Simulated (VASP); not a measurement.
Here is a VASP 6.6.1 calculation.

INCAR

```
ALGO = Normal ; EDIFF = 1E-7
ENCUT = 520 ; GGA = PE
ISIF = 2 ; ISMEAR = 0
LASPH = T ; LCHARG = T
LELF = T ; LREAL = F
LVHAR = T ; LWAVE = F
NBANDS = 33 ; NELM = 100
PREC = Accurate ; SIGMA = 0.2
```

File KPOINTS:

```
k-points
0
Gamma
  6 6 3
```

Contents of POSCAR:

```
Ta4O
1.0
    3.2574970000      0.0000000000      0.0000000000
    0.0000000000      3.2574970000      0.0000000000
    0.0000000000      0.0000000000      7.4093410000
Ta O
4 1
Direct
    0.0000000000      0.0000000000      0.5000000000
    0.5000000000      0.5000000000      0.7831580000
    0.5000000000      0.5000000000      0.2168420000
    0.0000000000      0.0000000000      0.0000000000
    0.5000000000      0.5000000000      0.5000000000
```

Potentials or basis: VASP PAW PBE potentials, release 64 (Ta_pv, O).

Command:

```sh
$ cat potpaw_PBE.64/Ta_pv/POTCAR potpaw_PBE.64/O/POTCAR > POTCAR
$ mpirun -np 1 vasp_std > vasp.out
```

Q: Predict the band gap on the k mesh.

A: Zero (band 25 reaches 6.63 eV, above the bottom of band 26 at 6.30 eV).

Q: Predict the pressure.

A: -0.4 GPa.

Stress tensor (GPa, compression positive):
```
-0.30  0.00  0.00
 0.00 -0.30  0.00
 0.00  0.00 -0.70
```

Caveat: spin-orbit coupling is left out, which moves the levels of the heavy elements.
